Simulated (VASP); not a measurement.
# HfN (Fm-3m) in VASP: a series of runs, part 2 of 2

VASP 6.6.1. The steps go on from the part before.

## (5) Single point, PBEsol+D3(BJ)

This run uses another cell than the first one, of 11.53 Å³/atom, 1.010 times its volume.

The input, INCAR:

```
SYSTEM = HfN
PREC     = Accurate       ! precision mode
ENCUT    = 520            ! plane-wave cutoff, eV
EDIFF    = 1E-6           ! SCF threshold, eV
ISMEAR   = 0              ! smearing method
SIGMA    = 0.1            ! smearing width, eV
LREAL    = .False.        ! projectors in reciprocal space
LASPH    = .True.         ! aspherical terms in the spheres
NELM     = 80             ! most SCF steps
ALGO     = Normal         ! electronic algorithm
ISIF     = 2              ! what is computed and relaxed
LWAVE    = .False.        ! write WAVECAR
LCHARG   = .False.        ! write CHGCAR
GGA      = PS             ! functional
IVDW     = 12             ! dispersion correction
NBANDS   = 14             ! bands
```

The input, KPOINTS:

```
Automatic mesh
0
Gamma
  16 16 16
  0 0 0
```

The input, POSCAR:

```
HfN
1.0
    0.0000000000      2.2590000000      2.2590000000
    2.2590000000      0.0000000000      2.2590000000
    2.2590000000      2.2590000000      0.0000000000
Hf N
1 1
Direct
    0.0000000000      0.0000000000      0.0000000000
    0.5000000000      0.5000000000      0.5000000000
```

Potentials or basis: VASP PAW PBE potentials, release 64 (Hf_pv, N).

Command:

```bash
$ cat potpaw_PBE.64/Hf_pv/POTCAR potpaw_PBE.64/N/POTCAR > POTCAR
$ mpirun -np 1 vasp_std > vasp.out
```

OUTCAR:

```text
SYSTEM = HfN
   PREC = Accurate
   ENCUT = 520
   EDIFF = 1E-6
   ISMEAR = 0
   LREAL = .False.
   LASPH = .True.
   NELM = 80
   ISIF = 2
   GGA = PS
   IVDW = 12
 IVDW          = 12

 ion  position               nearest neighbor table
   1  0.000  0.000  0.000-   2 2.26   2 2.26   2 2.26   2 2.26   2 2.26   2 2.26
   2  0.500  0.500  0.500-   1 2.26   1 2.26   1 2.26   1 2.26   1 2.26   1 2.26

  LATTYP: Found a face centered cubic cell.
 ALAT       =     4.5180000000

  Lattice vectors:

 A1 = (   0.0000000000,   2.2590000000,   2.2590000000)
 A2 = (   2.2590000000,   0.0000000000,   2.2590000000)
 A3 = (   2.2590000000,   2.2590000000,   0.0000000000)

Analysis of symmetry for initial positions (statically):
=====================================================================
 Subroutine PRICEL returns:
 Original cell was already a primitive cell.

 Routine SETGRP: Setting up the symmetry group for a
 face centered cubic supercell.

 Subroutine GETGRP returns: Found 48 space group operations
 (whereof 48 operations were pure point group operations)
 out of a pool of 48 trial point group operations.

The static configuration has the point symmetry O_h .

Analysis of symmetry for dynamics (positions and initial velocities):
[... 178 lines left out ...]
     11      10.0101      0.00000
     12      10.1420      0.00000
     13      10.1420      0.00000
     14      17.7369      0.00000
[... 377 lines left out ...]
      1     -22.9602      2.00000
      2     -22.8872      2.00000
      3     -22.8648      2.00000
      4      -9.0002      2.00000
      5       4.1848      2.00000
      6       4.5413      2.00000
      7       4.8560      2.00000
      8       8.0002      1.99275
      9       8.0022      1.99211
     10       8.4467      0.00028
     11      10.2460      0.00000
     12      11.0490      0.00000
     13      11.1896      0.00000
     14      18.5361      0.00000

 [... further k-points ...]

------------------------ aborting loop because EDIFF is reached ----------------------------------------

 Edisp (eV)   -0.77632

 E8    (eV) :    -0.5449

  FORCE on cell =-STRESS in cart. coord.  units (eV):
  Direction    XX          YY          ZZ          XY          YZ          ZX
  --------------------------------------------------------------------------------------
  -------------------------------------------------------------------------------------
  Total      -1.53155    -1.53155    -1.53155     0.00000    -0.00000     0.00000
  in kB    -106.42966  -106.42966  -106.42966     0.00000    -0.00000     0.00000
  external pressure =     -106.43 kB  Pullay stress =        0.00 kB

 VOLUME and BASIS-vectors are now :
 -----------------------------------------------------------------------------
  energy-cutoff  :      520.00
  volume of cell :       23.06
      direct lattice vectors                 reciprocal lattice vectors
     0.000000000  2.259000000  2.259000000    -0.221336875  0.221336875  0.221336875
     2.259000000  0.000000000  2.259000000     0.221336875 -0.221336875  0.221336875
     2.259000000  2.259000000  0.000000000     0.221336875  0.221336875 -0.221336875

 POSITION                                       TOTAL-FORCE (eV/Angst)
 -----------------------------------------------------------------------------------
      0.00000      0.00000      0.00000        -0.000000     -0.000000     -0.000000
      2.25900      2.25900      2.25900         0.000000      0.000000      0.000000
 -----------------------------------------------------------------------------------
    total drift:                                0.000000     -0.000000     -0.000000

  FREE ENERGIE OF THE ION-ELECTRON SYSTEM (eV)
  ---------------------------------------------------
  free  energy   TOTEN  =       -23.7655192861 eV

  energy  without entropy=      -23.7625539261  energy(sigma->0) =      -23.76403661
```

OSZICAR:

```text
N       E                     dE             d eps       ncg     rms          rms(c)
DAV:   1     0.358504789429E+02    0.35850E+02   -0.78349E+03  4092   0.101E+03
DAV:   2    -0.237915333858E+02   -0.59642E+02   -0.55610E+02  5326   0.233E+02
DAV:   3    -0.257100596231E+02   -0.19185E+01   -0.19120E+01  4708   0.343E+01
DAV:   4    -0.257168785736E+02   -0.68190E-02   -0.68169E-02  4816   0.241E+00
DAV:   5    -0.257169195613E+02   -0.40988E-04   -0.40987E-04  4678   0.160E-01    0.502E+01
DAV:   6    -0.231106727902E+02    0.26062E+01   -0.72412E+00  4528   0.208E+01    0.420E+01
DAV:   7    -0.230209387682E+02    0.89734E-01   -0.44153E-01  5134   0.580E+00    0.258E+01
DAV:   8    -0.229946294559E+02    0.26309E-01   -0.10810E-01  4774   0.275E+00    0.514E+00
DAV:   9    -0.229893765788E+02    0.52529E-02   -0.15072E-02  4636   0.966E-01    0.199E+00
DAV:  10    -0.229892392744E+02    0.13730E-03   -0.11698E-03  5330   0.319E-01    0.484E-01
DAV:  11    -0.229892011469E+02    0.38127E-04   -0.85614E-05  5056   0.915E-02    0.865E-02
DAV:  12    -0.229891999365E+02    0.12104E-05   -0.78340E-06  5088   0.237E-02    0.272E-02
DAV:  13    -0.229891996758E+02    0.26064E-06   -0.17341E-07  2924   0.412E-03
   1 F= -.23765519E+02 E0= -.23764037E+02  d E =-.296536E-02
```

stdout:

```text
POSCAR found type information on POSCAR HfN
 POSCAR found :  2 types and       2 ions
 scaLAPACK will be used
 -----------------------------------------------------------------------------
|                                                                             |
|                                                                             |
|     You enforced a specific xc type in the INCAR file but a different       |
|     I HOPE YOU KNOW WHAT YOU ARE DOING!                                     |
|                                                                             |
 -----------------------------------------------------------------------------

 LDA part: xc-table for (Slater+PW92), standard interpolation
 POSCAR, INCAR and KPOINTS ok, starting setup
 FFT: planning ... GRIDC
 FFT: planning ... GRID_SOFT
 FFT: planning ... GRID
 WAVECAR not read
 entering main loop
```

Wall time 35 s (1 thread of Intel Xeon Platinum 8259CL at 2.50GHz (Skylake/Cascade Lake), shared host); peak memory 0.18 GiB.

Results:

- Free energy: -23.7655 eV
- Pressure: -10.6 GPa
- Dispersion energy per atom: -0.388 eV

Caveat: three body term missing; the PAW data sets were made with another functional, which shifts forces and pressure a little; spin-orbit coupling is left out, which moves the levels of the heavy elements; pairwise dispersion overbinds metals, which lowers pressure and volume.

## (6) Overview

| task | level | cell | cutoff (eV) | smearing | gap on the mesh (eV) | pressure (GPa) |
| --- | --- | --- | --- | --- | --- | --- |
| relaxation of cell and atoms | PBEsol | relaxed to 6 GPa from a = 3.184 Å, angles 60.0°, 2 atoms | 600 | fermi-dirac 0.15 eV | none | 6.0 |
| single point | PBEsol+D3(BJ) | a = 3.166 Å, angles 60.0°, 2 atoms | 520 | gaussian 0.1 eV | none | -3.3 |
| single point | PBEsol | a = 3.183 Å, angles 60.0°, 2 atoms | 520 | gaussian 0.1 eV | none | -2.2 |
| single point | PBEsol+D3(BJ) | a = 3.195 Å, angles 60.0°, 2 atoms | 520 | gaussian 0.1 eV | none | -10.6 |

Alike in all rows: potentials or basis VASP PAW PBE potentials, release 64 (Hf_pv, N); no spin polarisation; k mesh 16 × 16 × 16.

Caveats: the PAW data sets were made with another functional, which shifts forces and pressure a little; spin-orbit coupling is left out, which moves the levels of the heavy elements; three body term missing (some runs); pairwise dispersion overbinds metals, which lowers pressure and volume (some runs); the cell is relaxed towards a set pressure, so the enthalpy falls and the energy may rise (some runs).

Absolute energies hang on the potentials; compare differences alone.
